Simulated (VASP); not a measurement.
# AlN (F-43m) in VASP: further runs

Runs on AlN. Level: PBE. Tasks: single point.

Everything below comes from runs of VASP 6.6.1. Logs are shortened: lines on timing, memory, paths and dates and some standing lists are left out, and cuts for length are marked.

## (1) The cell of the first run

It takes space group F-43m (No. 216, cubic). Conventional cell: a = 4.368 Å, b = 4.368 Å, c = 4.368 Å, α = 90.00°, β = 90.00°, γ = 90.00°. Within 2.5 Å of Al (site symmetry -43m) lie 4 N at 1.89 Å. N (site symmetry -43m) has 4 Al at 1.89 Å within 2.5 Å.

## (2) Single point, PBE

Contents of INCAR:

```
  ALGO = Normal
  EDIFF = 1E-6
  ENCUT = 520
  GGA = PE
  ISIF = 2
  ISMEAR = 0
  LASPH = True
  LCHARG = False
  LREAL = False
  LWAVE = False
  NBANDS = 11
  NELM = 60
  PREC = Accurate
  SIGMA = 0.01
```

Contents of KPOINTS:

```
k-points
0
Gamma
  8 8 8
```

Contents of POSCAR:

```
AlN
1.0
    0.0000000000      2.1839940000      2.1839940000
    2.1839940000      0.0000000000      2.1839940000
    2.1839940000      2.1839940000      0.0000000000
Al N
1 1
Direct
    0.0000000000      0.0000000000      0.0000000000
    0.7500000000      0.7500000000      0.7500000000
```

Potentials or basis: VASP PAW PBE potentials, release 64 (Al, N).

Launch:

```console
$ cat potpaw_PBE.64/Al/POTCAR potpaw_PBE.64/N/POTCAR > POTCAR
$ mpirun -np 1 vasp_std > vasp.out
```

OUTCAR:

```text
EDIFF = 1E-6
   ENCUT = 520
   GGA = PE
   ISIF = 2
   ISMEAR = 0
   LASPH = True
   LREAL = False
   NELM = 60
   PREC = Accurate

 ion  position               nearest neighbor table
   1  0.000  0.000  0.000-   2 1.89   2 1.89   2 1.89   2 1.89
   2  0.750  0.750  0.750-   1 1.89   1 1.89   1 1.89   1 1.89

  LATTYP: Found a face centered cubic cell.
 ALAT       =     4.3679880000

  Lattice vectors:

 A1 = (   0.0000000000,   2.1839940000,   2.1839940000)
 A2 = (   2.1839940000,   0.0000000000,   2.1839940000)
 A3 = (   2.1839940000,   2.1839940000,   0.0000000000)

Analysis of symmetry for initial positions (statically):
=====================================================================
 Subroutine PRICEL returns:
 Original cell was already a primitive cell.

 Routine SETGRP: Setting up the symmetry group for a
 face centered cubic supercell.

 Subroutine GETGRP returns: Found 24 space group operations
 (whereof 24 operations were pure point group operations)
 out of a pool of 48 trial point group operations.

The static configuration has the point symmetry T_d .

Analysis of symmetry for dynamics (positions and initial velocities):
=====================================================================
 Subroutine PRICEL returns:
 Original cell was already a primitive cell.

 Routine SETGRP: Setting up the symmetry group for a
 face centered cubic supercell.

 Subroutine GETGRP returns: Found 24 space group operations
 (whereof 24 operations were pure point group operations)
 out of a pool of 48 trial point group operations.

The dynamic configuration has the point symmetry T_d .

 Subroutine INISYM returns: Found 24 space group operations
 (whereof 24 operations are pure point group operations),
 and found     1 'primitive' translations

----------------------------------------------------------------------------------------

                                     Primitive cell

  volume of cell :      20.8346

  direct lattice vectors                    reciprocal lattice vectors
     0.000000000  2.183994000  2.183994000    -0.228938358  0.228938358  0.228938358
     2.183994000  0.000000000  2.183994000     0.228938358 -0.228938358  0.228938358
     2.183994000  2.183994000  0.000000000     0.228938358  0.228938358 -0.228938358

  length of vectors
     3.088633935  3.088633935  3.088633935     0.396532868  0.396532868  0.396532868

  position of ions in fractional coordinates (direct lattice)
     0.000000000  0.000000000  0.000000000
[... 85 lines left out ...]
   ISYM   =      2    0-nonsym 1-usesym 2-fastsym
   POTIM  = 0.5000    time-step for ionic-motion
   TEBEG  =    0.0;   TEEND  =   0.0 temperature during run
   PSTRESS=    0.0 pullay stress
   NELECT =       8.0000    total number of electrons
   NUPDOWN=      -1.0000    fix difference up-down
   EMIN   =  10.00;   EMAX   =-10.00  energy-range for DOS
   EFERMI =   0.00;   METHOD = LEGACY
   ISMEAR =     0;   SIGMA  =   0.01  broadening in eV -4-tet -1-fermi 0-gaus
   EFERMI_NEDOS =   21; number of points for ismear=-14 and -15
   IALGO  =     38    algorithm
   IMIX   =      4    mixing-type and parameters
     AMIX     =   0.40;   BMIX     =  1.00
     AMIX_MAG =   1.60;   BMIX_MAG =  1.00
  volume/ion in A,a.u.               =      10.42        70.30
  Fermi-wavevector in a.u.,A,eV,Ry     =   1.189899  2.248583 19.263936  1.415859
  Thomas-Fermi vector in A             =   2.325996
   LORBIT       =      0    0 simple, 1 ext, 2 COOP (PROOUT), +10 PAW based schemes
   GGA     = PE    functional components
   LHFCALC =     F    Hartree Fock is set to
   AEXX    =    0.0000 exact exchange contribution
   IVDW    =     0    specifies the selected vdW correction
   LEPSILON=     F    determine dielectric tensor
   LRPA    =     F    only Hartree local field effects (RPA)
 non-spin polarized calculation
 Gauss-broadening in eV      SIGMA  =   0.01
  energy-cutoff  :      520.00
  volume of cell :       20.83
 maximum number of plane-waves:       568
   NGX = 11   NGY = 11   NGZ = 11

 number of electron       8.0000000 magnetization

 Free energy of the ion-electron system (eV)
  ---------------------------------------------------
  ext. energy  EPLUGINS =         0.00000000
  ---------------------------------------------------
  free energy    TOTEN  =       -14.84033755 eV

  energy without entropy =      -14.84033755  energy(sigma->0) =      -14.84033755

 E-fermi :   6.0421     XC(G=0): -10.9336

 val. band max:        5.9701884726   @ k =   0.0000   0.0000   0.0000
 cond. band min:       9.2877960462   @ k =   0.5000   0.5000   0.0000
 fundamental gap:      3.3176075735
 Fermi energy:         6.0421195767

 k-point     1 :       0.0000    0.0000    0.0000
  band No.  band energies     occupation
      1      -9.0105      2.00000
      2       5.9702      2.00000
      3       5.9702      2.00000
      4       5.9702      2.00000
      5      10.1660      0.00000
      6      18.5304      0.00000
      7      18.5304      0.00000
      8      18.5304      0.00000
      9      23.6588      0.00000
     10      23.6588      0.00000
     11      25.0606      0.00000
[... 309 lines left out ...]
 k-point    24 :      -0.3750    0.2500    0.1250
  band No.  band energies     occupation
      1      -6.6426      2.00000
      2       0.8305      2.00000
      3       3.7476      2.00000
      4       4.8539      2.00000
      5      13.0719      0.00000
      6      15.2249      0.00000
      7      18.1418      0.00000
      8      18.6561      0.00000
      9      23.1492      0.00000
     10      24.7436      0.00000
     11      28.0123      0.00000

 [... further k-points ...]

------------------------ aborting loop because EDIFF is reached ----------------------------------------

  FORCE on cell =-STRESS in cart. coord.  units (eV):
  Direction    XX          YY          ZZ          XY          YZ          ZX
  --------------------------------------------------------------------------------------
  -------------------------------------------------------------------------------------
  Total        0.5960941      0.5960941      0.5960941      0.0000000      0.0000000      0.0000000
  in kB       45.8396318     45.8396318     45.8396318      0.0000000      0.0000000      0.0000000
  external PRESSURE =      45.8396318 kB  Pullay stress =       0.0000000 kB

 VOLUME and BASIS-vectors are now :
 -----------------------------------------------------------------------------
  energy-cutoff  :      520.00
  volume of cell :       20.83
      direct lattice vectors                 reciprocal lattice vectors
     0.000000000  2.183994000  2.183994000    -0.228938358  0.228938358  0.228938358
     2.183994000  0.000000000  2.183994000     0.228938358 -0.228938358  0.228938358
     2.183994000  2.183994000  0.000000000     0.228938358  0.228938358 -0.228938358

 POSITION                                       TOTAL-FORCE (eV/Angst)
 -----------------------------------------------------------------------------------
      0.00000      0.00000      0.00000        -0.000000     -0.000000      0.000000
      3.27599      3.27599      3.27599         0.000000      0.000000     -0.000000
 -----------------------------------------------------------------------------------
    total drift:                               -0.000000     -0.000000     -0.000000

  FREE ENERGIE OF THE ION-ELECTRON SYSTEM (eV)
  ---------------------------------------------------
  free  energy   TOTEN  =       -14.8403375502 eV

  energy  without entropy=      -14.8403375502  energy(sigma->0) =      -14.84033755
```

stdout:

```text
POSCAR found type information on POSCAR AlN
 POSCAR found :  2 types and       2 ions
 scaLAPACK will be used
 LDA part: xc-table for (Slater+PW92), standard interpolation
 POSCAR, INCAR and KPOINTS ok, starting setup
 FFT: planning ... GRIDC
 FFT: planning ... GRID_SOFT
 FFT: planning ... GRID
 WAVECAR not read
 entering main loop
```

Wall time 6.6 s (1 thread of Intel Xeon 8259CL, shared host); peak memory 0.13 GiB.

What came out:

```
Free energy            : -14.8403 eV
Pressure               : 4.6 GPa
Band gap on the k mesh : 3.32 eV, indirect (least direct gap 4.20 eV)
```

Levels at points of the mesh, in eV from the valence-band top:
```
           k point  band 1  band 2  band 3  band 4  band 5  band 6  band 7  band 8  band 9
(0.00, 0.00, 0.00)  -14.98    0.00    0.00    0.00    4.20   12.56   12.56   12.56   17.69
(0.50, 0.00, 0.00)  -12.93   -5.85   -0.48   -0.48    7.38    9.86   11.15   11.15   17.99
(0.50, 0.50, 0.00)  -12.30   -4.90   -1.77   -1.77    3.32    8.61   13.96   15.73   15.73
```

## (3) Single point, PBE

Contents of INCAR:

```
SYSTEM = AlN
ALGO     = Normal         ! electronic algorithm
EDIFF    = 1E-6           ! SCF threshold, eV
ENCUT    = 520            ! plane-wave cutoff, eV
GGA      = PE             ! functional
ISIF     = 2              ! what is computed and relaxed
ISMEAR   = 0              ! smearing method
LASPH    = .TRUE.         ! aspherical terms in the spheres
LCHARG   = .FALSE.        ! write CHGCAR
LREAL    = .FALSE.        ! projectors in reciprocal space
LWAVE    = .FALSE.        ! write WAVECAR
NBANDS   = 11             ! bands
NELM     = 100            ! most SCF steps
PREC     = Accurate       ! precision mode
SIGMA    = 0.01           ! smearing width, eV
```

Contents of KPOINTS:

```
k-points
0
G
  8 8 8
  0 0 0
```

POSCAR is that of step 2.

Potentials or basis: VASP PAW PBE potentials, release 64 (Al, N).

Launch:

```console
$ cat potpaw_PBE.64/Al/POTCAR potpaw_PBE.64/N/POTCAR > POTCAR
$ mpirun -np 1 vasp_std > vasp.out
```

Wall time 6.1 s (1 thread of Intel Xeon 8259CL, shared host); peak memory 0.13 GiB.

Results (log left out):

```yaml
Free_energy: -14.8403 eV
Pressure: 4.6 GPa
Band_gap_on_the_k_mesh: 3.32 eV, indirect (least direct gap 4.20 eV)
```

Levels at points of the mesh, in eV from the valence-band top:
```csv
k point,band 1,band 2,band 3,band 4,band 5,band 6,band 7,band 8,band 9
"(0.00, 0.00, 0.00)",-14.98,0.00,0.00,0.00,4.20,12.56,12.56,12.56,17.69
"(0.50, 0.00, 0.00)",-12.93,-5.85,-0.48,-0.48,7.38,9.86,11.15,11.15,17.99
"(0.50, 0.50, 0.00)",-12.30,-4.90,-1.77,-1.77,3.32,8.61,13.96,15.73,15.73
```

A k mesh can miss the band edges.
